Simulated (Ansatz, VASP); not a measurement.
**GaAs in VASP and in Ansatz**

```
As Ga
1.0
     0.00000    2.80788    2.80788
     2.80788    0.00000    2.80788
     2.80788    2.80788    0.00000
As Ga
1 1
Direct
  0.75000 0.75000 0.75000
  0.00000 0.00000 0.00000
```

Alike in both runs: task single point; functional r2SCAN50; k mesh 4 × 4 × 4; occupations fermi-dirac, width 0.05 eV; no spin polarisation.

```csv
,VASP,Ansatz
version,VASP 6.6.1,Ansatz 0.2.0
potentials or method,"VASP PAW PBE potentials, release 64 (As, Ga_d)",Ansatz PAW
plane-wave cutoff (eV),520,500
valence electrons in the cell,18,28
```

```tsv
	VASP	Ansatz	Ansatz less VASP
gap on the k mesh at the Fermi level (eV)	4.13	4.04	-0.093
least direct gap on the mesh (eV)	4.13	4.04	-0.093
pressure (GPa)	-0.4	0.3	+0.72
```

VASP's potentials were made for PBE, not for r2SCAN50. With one functional, cell and mesh, what is left measures potentials, basis and numerics. VASP's potentials hold 18 valence electrons a cell and Ansatz's 28, so a difference there can come from the potentials and not from the codes.

The k mesh is coarse, so the values compare programs but aren't converged.
